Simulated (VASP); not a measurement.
# AlCo (Pm-3m) in VASP: density of states with PBE

Aim: the density of states of AlCo with PBE.

Everything below comes from runs of VASP 6.6.1. Logs are shortened: lines on timing, memory, paths and dates and some standing lists are left out, and cuts for length are marked.

### 1 The cell of the first run

Symmetry: Pm-3m, No. 221, cubic system. The conventional cell has a = 2.852 Å, b = 2.852 Å, c = 2.852 Å, α = 90.00°, β = 90.00°, γ = 90.00°. Within 3.3 Å of Al (site symmetry m-3m) lie 8 Co at 2.47 Å and 6 Al at 2.85 Å. Within 3.3 Å of Co (site symmetry m-3m) lie 8 Al at 2.47 Å and 6 Co at 2.85 Å.

### 2 Density of states, PBE

Input file POSCAR:

```
AlCo
1.0
    2.8521616852      0.0000000000      0.0000000000
    0.0000000000      2.8521616852      0.0000000000
    0.0000000000      0.0000000000      2.8521616852
Al Co
1 1
Direct
    0.0000000000      0.0000000000      0.0000000000
    0.5000000000      0.5000000000      0.5000000000
```

Input file INCAR.step1:

```
  ALGO = Normal
  EDIFF = 1E-6
  ENCUT = 520
  GGA = PE
  ISIF = 2
  ISMEAR = 0
  LASPH = T
  LCHARG = T
  LMAXMIX = 4
  LREAL = F
  LWAVE = F
  NBANDS = 13
  NELM = 80
  PREC = Accurate
  SIGMA = 0.1
```

Input file KPOINTS.step1:

```
k-points
0
Gamma
  20 20 20
```

Input file INCAR.step2:

```
  ALGO = Normal
  EDIFF = 1E-6
  ENCUT = 520
  GGA = PE
  ICHARG = 11
  ISIF = 2
  ISMEAR = -5
  LASPH = T
  LCHARG = F
  LMAXMIX = 4
  LORBIT = 11
  LREAL = F
  LWAVE = F
  NBANDS = 13
  NEDOS = 2001
  NELM = 80
  PREC = Accurate
  SIGMA = 0.1
```

Input file KPOINTS.step2:

```
k-points
0
Gamma
  30 30 30
```

Potentials or basis: VASP PAW PBE potentials, release 64 (Al, Co).

On the command line:

```sh
$ cat potpaw_PBE.64/Al/POTCAR potpaw_PBE.64/Co/POTCAR > POTCAR
$ cp INCAR.step1 INCAR
$ cp KPOINTS.step1 KPOINTS
$ mpirun -np 1 vasp_std > vasp.out
$ cp INCAR.step2 INCAR
$ cp KPOINTS.step2 KPOINTS
$ mpirun -np 1 vasp_std > vasp.out
```

OUTCAR:

```text
EDIFF = 1E-6
   ENCUT = 520
   GGA = PE
   ICHARG = 11
   ISIF = 2
   ISMEAR = -5
   LASPH = T
   LORBIT = 11
   LREAL = F
   NELM = 80
   PREC = Accurate

 ion  position               nearest neighbor table
   1  0.000  0.000  0.000-   2 2.47   2 2.47   2 2.47   2 2.47   2 2.47   2 2.47   2 2.47   2 2.47

   2  0.500  0.500  0.500-   1 2.47   1 2.47   1 2.47   1 2.47   1 2.47   1 2.47   1 2.47   1 2.47

  LATTYP: Found a simple cubic cell.
 ALAT       =     2.8521616852

  Lattice vectors:

 A1 = (   2.8521616852,   0.0000000000,   0.0000000000)
 A2 = (   0.0000000000,   2.8521616852,   0.0000000000)
 A3 = (   0.0000000000,   0.0000000000,   2.8521616852)

Analysis of symmetry for initial positions (statically):
=====================================================================
 Subroutine PRICEL returns:
 Original cell was already a primitive cell.

 Routine SETGRP: Setting up the symmetry group for a
 simple cubic supercell.

 Subroutine GETGRP returns: Found 48 space group operations
 (whereof 48 operations were pure point group operations)
 out of a pool of 48 trial point group operations.

The static configuration has the point symmetry O_h .

Analysis of symmetry for dynamics (positions and initial velocities):
=====================================================================
 Subroutine PRICEL returns:
 Original cell was already a primitive cell.

 Routine SETGRP: Setting up the symmetry group for a
 simple cubic supercell.

 Subroutine GETGRP returns: Found 48 space group operations
 (whereof 48 operations were pure point group operations)
 out of a pool of 48 trial point group operations.

The dynamic configuration has the point symmetry O_h .

 Subroutine INISYM returns: Found 48 space group operations
 (whereof 48 operations are pure point group operations),
 and found     1 'primitive' translations

----------------------------------------------------------------------------------------

                                     Primitive cell

  volume of cell :      23.2018

  direct lattice vectors                    reciprocal lattice vectors
     2.852161685  0.000000000  0.000000000     0.350611259  0.000000000  0.000000000
     0.000000000  2.852161685  0.000000000     0.000000000  0.350611259  0.000000000
     0.000000000  0.000000000  2.852161685     0.000000000  0.000000000  0.350611259

  length of vectors
     2.852161685  2.852161685  2.852161685     0.350611259  0.350611259  0.350611259

  position of ions in fractional coordinates (direct lattice)
     0.000000000  0.000000000  0.000000000
     0.500000000  0.500000000  0.500000000

  ion indices of the primitive-cell ions
   primitive index   ion index
                 1           1
                 2           2

----------------------------------------------------------------------------------------

 KPOINTS: k-points

Automatic generation of k-mesh.
 Grid dimensions read from file:
 generate k-points for:   30   30   30

 Generating k-lattice:

  Cartesian coordinates                     Fractional coordinates (reciprocal lattice)
     0.011687042  0.000000000  0.000000000     0.033333333  0.000000000  0.000000000
     0.000000000  0.011687042  0.000000000     0.000000000  0.033333333  0.000000000
     0.000000000  0.000000000  0.011687042     0.000000000  0.000000000  0.033333333

  Length of vectors
     0.011687042  0.011687042  0.011687042

  Shift w.r.t. Gamma in fractional coordinates (k-lattice)
     0.000000000  0.000000000  0.000000000

 TETIRR: Found  13472 inequivalent tetrahedra from   162000

 Subroutine IBZKPT returns following result:
 ===========================================

 Found    816 irreducible k-points:

 Following reciprocal coordinates:
            Coordinates               Weight
  0.000000  0.000000  0.000000      1.000000
  0.033333  0.000000  0.000000      6.000000
  0.066667  0.000000  0.000000      6.000000
  0.100000  0.000000  0.000000      6.000000
  0.133333  0.000000  0.000000      6.000000
  0.166667  0.000000  0.000000      6.000000
[... 16 lines left out ...]
  0.233333  0.033333  0.000000     24.000000
  0.266667  0.033333  0.000000     24.000000
 [... further k-points ...]
   k-points           NKPTS =    816   k-points in BZ     NKDIM =    816   number of bands    NBANDS=     13
   number of dos      NEDOS =   2001   number of ions     NIONS =      2
   total plane-waves  NPLWV =  13824
   dimension x,y,z NGX =    24 NGY =   24 NGZ =   24
   dimension x,y,z NGXF=    48 NGYF=   48 NGZF=   48
   ions per type =               1   1
   NGX,Y,Z   is equivalent  to a cutoff of  13.99, 13.99, 13.99 a.u.
   NGXF,Y,Z  is equivalent  to a cutoff of  27.98, 27.98, 27.98 a.u.
 SYSTEM =  unknown system
   PREC   = accura    normal or accurate (medium, high low for compatibility)
   ISTART =      0    job   : 0-new  1-cont  2-samecut
   ICHARG =     11    charge: 1-file 2-atom 10-const
   ISPIN  =      1    spin polarized calculation?
   LNONCOLLINEAR =      F non collinear calculations
   LSORBIT =      F    spin-orbit coupling
   LASPH  =      T    aspherical Exc in radial PAW
   ENCUT  =  520.0 eV  38.22 Ry    6.18 a.u.   5.30  5.30  5.30*2*pi/ulx,y,z
   NELM   =     80;   NELMIN=  2; NELMDL=  0     # of ELM steps
   EDIFF  = 0.1E-05   stopping-criterion for ELM
   LREAL  =      F    real-space projection
   EDIFFG = 0.1E-04   stopping-criterion for IOM
   NSW    =      0    number of steps for IOM
   IBRION =     -1    ionic relax: 0-MD 1-quasi-New 2-CG
   NFREE  =      0    steps in history (QN), initial steepest desc. (CG)
   ISIF   =      2    stress and relaxation
   ISYM   =      2    0-nonsym 1-usesym 2-fastsym
   POTIM  = 0.5000    time-step for ionic-motion
   TEBEG  =    0.0;   TEEND  =   0.0 temperature during run
   PSTRESS=    0.0 pullay stress
   NELECT =      12.0000    total number of electrons
   NUPDOWN=      -1.0000    fix difference up-down
   EMIN   =  10.00;   EMAX   =-10.00  energy-range for DOS
   EFERMI =   0.00;   METHOD = LEGACY
   ISMEAR =    -5;   SIGMA  =   0.10  broadening in eV -4-tet -1-fermi 0-gaus
   EFERMI_NEDOS =   21; number of points for ismear=-14 and -15
   IALGO  =     38    algorithm
   IMIX   =      4    mixing-type and parameters
     AMIX     =   0.40;   BMIX     =  1.00
     AMIX_MAG =   1.60;   BMIX_MAG =  1.00
  volume/ion in A,a.u.               =      11.60        78.29
  Fermi-wavevector in a.u.,A,eV,Ry     =   1.314098  2.483285 23.495271  1.726854
  Thomas-Fermi vector in A             =   2.444375
   LORBIT       =     11    0 simple, 1 ext, 2 COOP (PROOUT), +10 PAW based schemes
   GGA     = PE    functional components
   LHFCALC =     F    Hartree Fock is set to
   AEXX    =    0.0000 exact exchange contribution
   IVDW    =     0    specifies the selected vdW correction
   LEPSILON=     F    determine dielectric tensor
   LRPA    =     F    only Hartree local field effects (RPA)
 non-spin polarized calculation
 Fermi weights with tetrahedron method with Bloechl corrections
  energy-cutoff  :      520.00
  volume of cell :       23.20
 maximum number of plane-waves:       647
 NGX is ok and might be reduce to    24

 number of electron      11.9999996 magnetization

 Free energy of the ion-electron system (eV)
  ---------------------------------------------------
  ext. energy  EPLUGINS =         0.00000000
  ---------------------------------------------------
  free energy    TOTEN  =       -11.98877125 eV

  energy without entropy =      -11.98877125  energy(sigma->0) =      -11.98877125

 E-fermi :  10.5626     XC(G=0): -12.2541

 val. band max:       10.5997699413   @ k =   0.5000   0.3333   0.3000
 cond. band min:      10.5568099049   @ k =   0.5000   0.5000   0.2333
 fundamental gap:     -0.0429600364
 Fermi energy:        10.5626207219

 k-point     1 :       0.0000    0.0000    0.0000
  band No.  band energies     occupation
      1      -0.5149      2.00000
      2       7.5946      2.00000
      3       7.5946      2.00000
      4       9.7029      2.00000
      5       9.7029      2.00000
      6       9.7029      2.00000
      7      16.4978      0.00000
      8      16.4978      0.00000
      9      16.4978      0.00000
     10      19.2685      0.00000
     11      19.2685      0.00000
     12      25.6528      0.00000
     13      32.1345      0.00000

 k-point     2 :       0.0333    0.0000    0.0000
  band No.  band energies     occupation
      1      -0.4939      2.00000
      2       7.5929      2.00000
      3       7.6005      2.00000
      4       9.6913      2.00000
      5       9.6913      2.00000
      6       9.7041      2.00000
      7      16.2495      0.00000
      8      16.5274      0.00000
      9      16.5274      0.00000
     10      19.2658      0.00000
     11      19.5020      0.00000
     12      25.7202      0.00000
     13      31.8655      0.00000

 k-point     3 :       0.0667    0.0000    0.0000
  band No.  band energies     occupation
      1      -0.4308      2.00000
      2       7.5865      2.00000
      3       7.6180      2.00000
      4       9.6574      2.00000
      5       9.6574      2.00000
      6       9.7076      2.00000
      7      15.6718      0.00000
      8      16.6155      0.00000
      9      16.6155      0.00000
     10      19.2578      0.00000
     11      20.0325      0.00000
     12      25.9259      0.00000
     13      31.1532      0.00000
[... 305 lines left out ...]
 k-point    23 :       0.2333    0.0333    0.0000
  band No.  band energies     occupation
      1       0.5216      2.00000
      2       7.2475      2.00000
      3       7.8453      2.00000
      4       9.2574      2.00000
      5       9.2742      2.00000
      6       9.7420      2.00000
      7      12.3287      0.00000
      8      17.4903      0.00000
      9      17.8484      0.00000
     10      19.3952      0.00000
     11      22.8130      0.00000
     12      26.8568      0.00000
     13      27.1558      0.00000

 k-point    24 :       0.2667    0.0333    0.0000
  band No.  band energies     occupation
      1       0.8260      2.00000
      2       7.0274      2.00000
      3       7.9068      2.00000
      4       9.1687      2.00000
      5       9.1847      2.00000
      6       9.7537      2.00000
      7      11.8409      0.00000
      8      17.8060      0.00000
      9      18.2136      0.00000
     10      19.4042      0.00000
     11      23.2193      0.00000
     12      26.1129      0.00000
     13      26.3917      0.00000

 [... further k-points ...]

------------------------ aborting loop because EDIFF is reached ----------------------------------------

  FORCE on cell =-STRESS in cart. coord.  units (eV):
  Direction    XX          YY          ZZ          XY          YZ          ZX
  --------------------------------------------------------------------------------------
  -------------------------------------------------------------------------------------
  Total       -0.1150784     -0.1150784     -0.1150784     -0.0000000      0.0000000     -0.0000000
  in kB       -7.9466123     -7.9466123     -7.9466123     -0.0000000      0.0000000     -0.0000000
  external PRESSURE =      -7.9466123 kB  Pullay stress =       0.0000000 kB

 VOLUME and BASIS-vectors are now :
 -----------------------------------------------------------------------------
  energy-cutoff  :      520.00
  volume of cell :       23.20
      direct lattice vectors                 reciprocal lattice vectors
     2.852161685  0.000000000  0.000000000     0.350611259  0.000000000  0.000000000
     0.000000000  2.852161685  0.000000000     0.000000000  0.350611259  0.000000000
     0.000000000  0.000000000  2.852161685     0.000000000  0.000000000  0.350611259

 POSITION                                       TOTAL-FORCE (eV/Angst)
 -----------------------------------------------------------------------------------
      0.00000      0.00000      0.00000         0.000000      0.000000      0.000000
      1.42608      1.42608      1.42608         0.000000      0.000000      0.000000
 -----------------------------------------------------------------------------------
    total drift:                                0.000000     -0.000000     -0.000000

  FREE ENERGIE OF THE ION-ELECTRON SYSTEM (eV)
  ---------------------------------------------------
  free  energy   TOTEN  =       -11.9887712548 eV

  energy  without entropy=      -11.9887712548  energy(sigma->0) =      -11.98877125

 total charge

# of ion       s       p       d       tot
------------------------------------------
    1        0.394   0.427   0.000   0.821
    2        0.433   0.506   7.505   8.444
--------------------------------------------------
tot          0.827   0.933   7.505   9.265
```

Run time: 3.4 min. Hardware: 1 thread of Intel Xeon 8259CL, shared host; peak memory 0.38 GiB.

What came out:

```
Valence electrons inside the program's atomic spheres : Al 0.82; Co 8.44
```

Caveat: tetrahedron occupations give inexact forces and stress in metals.
